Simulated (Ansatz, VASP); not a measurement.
**Two plane-wave programs on Mg**

INCAR

```
SYSTEM = Mg
PREC = Accurate
ENCUT = 520
EDIFF = 1E-6
ISMEAR = -1
SIGMA = 0.1
LREAL = .False.
LASPH = .True.
NELM = 80
ALGO = Normal
ISIF = 2
LWAVE = .False.
LCHARG = .True.
GGA = RE
LELF = .True.
LVHAR = .True.
NBANDS = 7
```

KPOINTS

```
regular mesh
0
Gamma
  12 12 12
  0 0 0
```

POSCAR

```
Mg
1.0
    3.1653202748      0.0000000000      0.0000000000
    0.0000000000      3.1653202748      0.0000000000
    0.0000000000      0.0000000000      3.1653202748
Mg
1
Direct
    0.0000000000      0.0000000000      0.0000000000
```

Input for Ansatz:

```yaml
crystal:
  lattice:
    - [3.1653202748, 0.0, 0.0]
    - [0.0, 3.1653202748, 0.0]
    - [0.0, 0.0, 3.1653202748]
  atoms:
    - { symbol: Mg, position: [0.0, 0.0, 0.0] }
hamiltonian:
  xc: revpbe
  pseudopotentials:
    kind: paw
    azcp:
      Mg: "pseudopotentials/Mg.paw.azcp"
basis:
  ecutwfc: 420
  fft_grid_basis: typed
kpoints:
  mp_grid: { grid: [12, 12, 12], shift: [0, 0, 0] }
magnetization:
  spin_polarized: false
scf:
  occupations: { method: fermi_dirac, width: 0.1 }
  lower_state_search: "off"
output:
  stress: true
```

Alike in both runs: task single point; functional revPBE; k mesh 12 × 12 × 12; occupations fermi-dirac, width 0.1 eV; no spin polarisation.

|  | VASP | Ansatz |
| --- | --- | --- |
| version | VASP 6.6.1 | Ansatz 0.2.0 |
| potentials or method | VASP PAW PBE potentials, release 64 (Mg), cutoff 520 eV | plane waves (420 eV) with PAW, scalar-relativistic |
| valence electrons in the cell | 2 | 10 |

Ansatz gave:

| Property | Result |
| --- | --- |
| pressure (GPa) | -1.9 |

Question: Estimate VASP's values.

Answer: Pressure (GPa): -2.0.

VASP's potentials were made for PBE, not for revPBE. With one functional, cell and mesh, what is left measures potentials, basis and numerics. VASP's potentials hold 2 valence electrons a cell and Ansatz's 10, so a difference there can come from the potentials and not from the codes.
